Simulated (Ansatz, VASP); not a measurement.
**Two plane-wave programs on ReBi**

```
Re Bi
1.0
     2.86408    0.00000    0.00000
     0.00000    2.86408    0.00000
     0.00000    0.00000    2.86408
Re Bi
1 1
Cartesian
  0.0000 0.0000 0.0000
  1.4320 1.4320 1.4320
```

Change from the starting cell: volume scaled by 0.6, PAW files.

Alike in both runs: task single point; functional PBE; k mesh 11 × 11 × 11; occupations fermi-dirac, width 0.05 eV; no spin polarisation.

|  | VASP | Ansatz |
| --- | --- | --- |
| version | VASP 6.6.1 | Ansatz 0.2.0 |
| potentials or method | VASP PAW PBE potentials, release 64 (Re, Bi_d) | PAW with Ansatz's default frozen-core files, scalar-relativistic |
| plane-wave cutoff (eV) | 520 | 420 |
| valence electrons in the cell | 22 | 30 |

|  | VASP | Ansatz | Ansatz less VASP |
| --- | --- | --- | --- |
| pressure (GPa) | 285.8 | 275.7 | -10.09 |

Both programs put the cell under a high pressure, so it lies far from rest at this level. With one functional, cell and mesh, what is left measures potentials, basis and numerics. VASP's potentials hold 22 valence electrons a cell and Ansatz's 30, so a difference there can come from the potentials and not from the codes.

Spin-orbit coupling is off throughout. Noted on VASP's run: the cell as given lies far from equilibrium.
